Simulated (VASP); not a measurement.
# Si3Ge (P-4m2) in VASP: a series of runs, part 2 of 2

VASP 6.6.1. Earlier steps stand in the parts before.

**3. Relaxation of shape and atoms at fixed volume, PBE (18.63 Å³/atom)**

This run uses another cell than the first one, of 18.63 Å³/atom.

Contents of INCAR:

```
PREC = Accurate ; ENCUT = 600
EDIFF = 1E-6 ; ISMEAR = 0
SIGMA = 0.02 ; LREAL = False
LASPH = True ; NELM = 80
ALGO = Normal ; ISIF = 4
LWAVE = False ; LCHARG = False
GGA = PE ; IBRION = 2
NSW = 50 ; EDIFFG = -0.01
```

Contents of KPOINTS:

```
Automatic mesh
0
Gamma
  10 10 6
```

Contents of POSCAR:

```
Si3Ge
1.0
    3.7497038058      0.0000000000      0.0000000000
    0.0000000000      3.7497038058      0.0000000000
    0.0000000000      0.0000000000      5.2997711309
Si Ge
3 1
Direct
    0.5000000000      0.5000000000      0.0000000000
    0.0000000000      0.5000000000      0.7557660567
    0.5000000000      0.0000000000      0.2442339433
    0.0000000000      0.0000000000      0.5000000000
```

Potentials or basis: VASP PAW PBE potentials, release 64 (Si, Ge_d).

Launch:

```sh
> cat potpaw_PBE.64/Si/POTCAR potpaw_PBE.64/Ge_d/POTCAR > POTCAR
> mpirun -np 1 vasp_std > vasp.out
```

OUTCAR:

```text
PREC = Accurate
   ENCUT = 600
   EDIFF = 1E-6
   ISMEAR = 0
   LREAL = False
   LASPH = True
   NELM = 80
   ISIF = 4
   GGA = PE
   IBRION = 2
   NSW = 50
   EDIFFG = -0.01

 ion  position               nearest neighbor table
   1  0.500  0.500  0.000-   2 2.28   3 2.28   3 2.28   2 2.28
   2  0.000  0.500  0.756-   1 2.28   1 2.28   4 2.31   4 2.31
   3  0.500  0.000  0.244-   1 2.28   1 2.28   4 2.31   4 2.31
   4  0.000  0.000  0.500-   2 2.31   3 2.31   2 2.31   3 2.31

  LATTYP: Found a simple tetragonal cell.
 ALAT       =     3.7497038058
 C/A-ratio  =     1.4133839379

  Lattice vectors:

 A1 = (   3.7497038058,   0.0000000000,   0.0000000000)
 A2 = (   0.0000000000,   3.7497038058,   0.0000000000)
 A3 = (   0.0000000000,   0.0000000000,   5.2997711309)

Analysis of symmetry for initial positions (statically):
=====================================================================
 Subroutine PRICEL returns:
 Original cell was already a primitive cell.

 Routine SETGRP: Setting up the symmetry group for a
 simple tetragonal supercell.

 Subroutine GETGRP returns: Found  8 space group operations
 (whereof  8 operations were pure point group operations)
 out of a pool of 16 trial point group operations.

The static configuration has the point symmetry D_2d.

Analysis of symmetry for dynamics (positions and initial velocities):
=====================================================================
 Subroutine PRICEL returns:
 Original cell was already a primitive cell.

 Routine SETGRP: Setting up the symmetry group for a
 simple tetragonal supercell.

 Subroutine GETGRP returns: Found  8 space group operations
 (whereof  8 operations were pure point group operations)
 out of a pool of 16 trial point group operations.
[... 177 lines left out ...]
 -----------------------------------------------------------------------------------
      1.87485      1.87485      0.00000        -0.000000      0.000000      0.000000
      0.00000      1.87485      4.00539        -0.000000     -0.000000     -0.011645
      1.87485      0.00000      1.29438        -0.000000     -0.000000      0.011645
      0.00000      0.00000      2.64989         0.000000     -0.000000      0.000000
 -----------------------------------------------------------------------------------
    total drift:                               -0.000000      0.000000     -0.000000

  FREE ENERGIE OF THE ION-ELECTRON SYSTEM (eV)
  ---------------------------------------------------
  free  energy   TOTEN  =       -20.3512824948 eV

  energy  without entropy=      -20.3512824202  energy(sigma->0) =      -20.35128246

--------------------------------------- Ionic step        2  -------------------------------------------

 number of electron      25.9999990 magnetization

 Free energy of the ion-electron system (eV)
  ---------------------------------------------------
  ext. energy  EPLUGINS =         0.00000000
  ---------------------------------------------------
  free energy    TOTEN  =       -20.35129127 eV

  energy without entropy =      -20.35129123  energy(sigma->0) =      -20.35129125

 E-fermi :   6.7545     XC(G=0):  -9.9930

 val. band max:        6.6997522460   @ k =   0.0000   0.0000   0.0000
 cond. band min:       6.8068100017   @ k =   0.5000   0.5000   0.0000
 fundamental gap:      0.1070577557
 Fermi energy:         6.7544997676

 k-point     1 :       0.0000    0.0000    0.0000
  band No.  band energies     occupation
      1     -17.6177      2.00000
      2     -17.6032      2.00000
      3     -17.6032      2.00000
      4     -17.5749      2.00000
      5     -17.5671      2.00000
      6      -6.2681      2.00000
[... 457 lines left out ...]
      4     -17.5732      2.00000
      5     -17.5684      2.00000
      6      -5.7709      2.00000
[... 9 lines left out ...]
     16       9.9572      0.00000
     17      10.0185      0.00000

 [... further k-points ...]
[... 5 lines left out ...]
  --------------------------------------------------------------------------------------
  -------------------------------------------------------------------------------------
  Total        6.3526897      6.3526897      6.3372138      0.0000000     -0.0000000      0.0000000
  in kB      136.5894587    136.5894587    136.2567107      0.0000000     -0.0000000      0.0000000
  external PRESSURE =     136.4785427 kB  Pullay stress =       0.0000000 kB

 VOLUME and BASIS-vectors are now :
 -----------------------------------------------------------------------------
  energy-cutoff  :      600.00
  volume of cell :       74.52
      direct lattice vectors                 reciprocal lattice vectors
     3.749990916  0.000000000  0.000000000     0.266667313 -0.000000000  0.000000000
     0.000000000  3.749990916  0.000000000     0.000000000  0.266667313  0.000000000
    -0.000000000  0.000000000  5.298959629     0.000000000 -0.000000000  0.188716290

 POSITION                                       TOTAL-FORCE (eV/Angst)
 -----------------------------------------------------------------------------------
      1.87500      1.87500      0.00000        -0.000000     -0.000000      0.000000
      3.74999      1.87500      4.00421        -0.000000      0.000000      0.000084
      1.87500      3.74999      1.29475         0.000000     -0.000000     -0.000084
     -0.00000      3.74999      2.64948        -0.000000     -0.000000      0.000000
 -----------------------------------------------------------------------------------
    total drift:                               -0.000000      0.000000      0.000000

  FREE ENERGIE OF THE ION-ELECTRON SYSTEM (eV)
  ---------------------------------------------------
  free  energy   TOTEN  =       -20.3512912689 eV

  energy  without entropy=      -20.3512912279  energy(sigma->0) =      -20.35129125

 reached required accuracy - stopping structural energy minimisation
```

OSZICAR:

```text
N       E                     dE             d eps       ncg     rms          rms(c)
DAV:   1     0.160263832044E+03    0.16026E+03   -0.13656E+04  3002   0.282E+03
DAV:   2     0.370846867109E+00   -0.15989E+03   -0.15582E+03  3065   0.524E+02
DAV:   3    -0.200903278859E+02   -0.20461E+02   -0.19846E+02  3535   0.126E+02
DAV:   4    -0.207661025081E+02   -0.67577E+00   -0.67432E+00  3569   0.232E+01
DAV:   5    -0.207797902011E+02   -0.13688E-01   -0.13685E-01  3981   0.364E+00    0.723E+00
DAV:   6    -0.204774413999E+02    0.30235E+00   -0.20232E-01  3519   0.277E+00    0.441E+00
DAV:   7    -0.203490895718E+02    0.12835E+00   -0.34556E-01  3215   0.328E+00    0.365E-01
DAV:   8    -0.203505258319E+02   -0.14363E-02   -0.22878E-02  3719   0.141E+00    0.180E-01
DAV:   9    -0.203512012528E+02   -0.67542E-03   -0.18929E-03  3552   0.334E-01    0.837E-02
DAV:  10    -0.203512241325E+02   -0.22880E-04   -0.57935E-05  3873   0.544E-02    0.527E-02
DAV:  11    -0.203512833629E+02   -0.59230E-04   -0.99869E-05  3178   0.733E-02    0.297E-02
DAV:  12    -0.203512824948E+02    0.86809E-06   -0.35828E-06  3919   0.212E-02
   1 F= -.20351282E+02 E0= -.20351282E+02  d E =-.203513E+02
       N       E                     dE             d eps       ncg     rms          rms(c)
DAV:   1    -0.203512934080E+02   -0.10045E-04   -0.22841E-04  3721   0.122E-01    0.138E-02
DAV:   2    -0.203512921810E+02    0.12270E-05   -0.13387E-05  3921   0.301E-02    0.775E-03
DAV:   3    -0.203512912689E+02    0.91212E-06   -0.99295E-07  2015   0.139E-02
   2 F= -.20351291E+02 E0= -.20351291E+02  d E =-.877407E-05
```

CONTCAR:

```text
Si3Ge
   1.00000000000000
     3.7499909164601051    0.0000000000000000    0.0000000000000000
     0.0000000000000000    3.7499909164601051    0.0000000000000000
    -0.0000000000000000    0.0000000000000000    5.2989596289141314
  Si              Ge
     3     1
Direct
     0.5000000000000000    0.5000000000000000    0.0000000000000000
     1.0000000000000000    0.5000000000000000    0.7556600545669390
     0.5000000000000000    1.0000000000000000    0.2443399454330610
     0.0000000000000000    1.0000000000000000    0.5000000000000000

  0.00000000E+00  0.00000000E+00  0.00000000E+00
  0.00000000E+00  0.00000000E+00  0.00000000E+00
  0.00000000E+00  0.00000000E+00  0.00000000E+00
  0.00000000E+00  0.00000000E+00  0.00000000E+00
```

It took 44 s on 1 thread of AMD EPYC 9R45 (Zen 5), shared host; peak memory 0.24 GiB.

Results:

```yaml
Free_energy: -20.3513 eV
Energy_gained_by_relaxing: 0.0 meV/atom
Ionic_steps: 2
Pressure_after_relaxing: 13.6 GPa
Band_gap_on_the_k_mesh: 0.11 eV (least direct gap 0.42 eV)
```

Final structure:
```yaml
crystal:
  lattice:
    - [3.74999, 0.00000, 0.00000]
    - [0.00000, 3.74999, 0.00000]
    - [0.00000, 0.00000, 5.29896]
  atoms:
    - { symbol: Si, position: [0.50000, 0.50000, 0.00000] }
    - { symbol: Si, position: [0.00000, 0.50000, 0.75566] }
    - { symbol: Si, position: [0.50000, 0.00000, 0.24434] }
    - { symbol: Ge, position: [0.00000, 0.00000, 0.50000] }
```

A k mesh can miss the band edges.
